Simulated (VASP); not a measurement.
A run of VASP 6.6.1 is set up as follows.

File INCAR:

```
PREC = Accurate
ENCUT = 520
EDIFF = 1E-6
ISMEAR = -1
SIGMA = 0.05
LREAL = False
LASPH = True
NELM = 150
ALGO = Normal
ISIF = 2
LWAVE = False
LCHARG = False
ISPIN = 2
MAGMOM = 8 0
LORBIT = 11
NUPDOWN = 8.0
LMAXMIX = 4
GGA = PE
NBANDS = 20
```

Contents of KPOINTS:

```
regular mesh
0
Gamma
  7 7 7
```

Contents of POSCAR:

```
MnS
1.0
    0.0000000000      2.6045000000      2.6045000000
    2.6045000000      0.0000000000      2.6045000000
    2.6045000000      2.6045000000      0.0000000000
Mn S
1 1
Direct
    0.0000000000      0.0000000000      0.0000000000
    0.5000000000      0.5000000000      0.5000000000
```

Potentials or basis: VASP PAW PBE potentials, release 64 (Mn_pv, S).

Run with:

```sh
$ cat potpaw_PBE.64/Mn_pv/POTCAR potpaw_PBE.64/S/POTCAR > POTCAR
$ mpirun -np 1 vasp_std > vasp.out
```

Task: What does it give for the pressure?

Result: 39.3 GPa.

Caveat: the total moment is fixed, so each spin has its own Fermi level; a cell with one magnetic atom can't hold antiferromagnetic order, which such compounds often take.
